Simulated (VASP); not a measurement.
Input of a VASP 6.6.1 run:

INCAR

```
PREC = Accurate
ENCUT = 520
EDIFF = 1E-7
ISMEAR = -1
SIGMA = 0.05
LREAL = F
LASPH = T
NELM = 60
ALGO = Normal
ISIF = 2
LWAVE = F
LCHARG = T
GGA = PE
LELF = T
LVHAR = T
NBANDS = 16
```

The input KPOINTS:

```
Automatic mesh
0
Gamma
  6 6 4
```

The input POSCAR:

```
Te
1.0
    4.4540000000      0.0000000000      0.0000000000
   -2.2270000000      3.8572771485      0.0000000000
    0.0000000000      0.0000000000      5.9240000000
Te
3
Direct
    0.7254327541      0.7254327541      0.0000000000
    0.0000000000      0.2745672459      0.6666666667
    0.2745672459      0.0000000000      0.3333333333
```

Potentials or basis: VASP PAW PBE potentials, release 64 (Te).

Command:

```console
$ cat potpaw_PBE.64/Te/POTCAR > POTCAR
$ mpirun -np 1 vasp_std > vasp.out
```

Q: Predict the band gap on the k mesh.

A: 0.17 eV, direct.

Q: Estimate the pressure.

A: 0.9 GPa.

Q: What does it give for the largest force?

A: 0.004 eV/Å.

Stress tensor (GPa, compression positive):
```
0.79 0.00 0.00
0.00 0.79 0.00
0.00 0.00 1.09
```

Caveat: spin-orbit coupling is left out, which moves the levels of the heavy elements. A k mesh can miss the band edges.
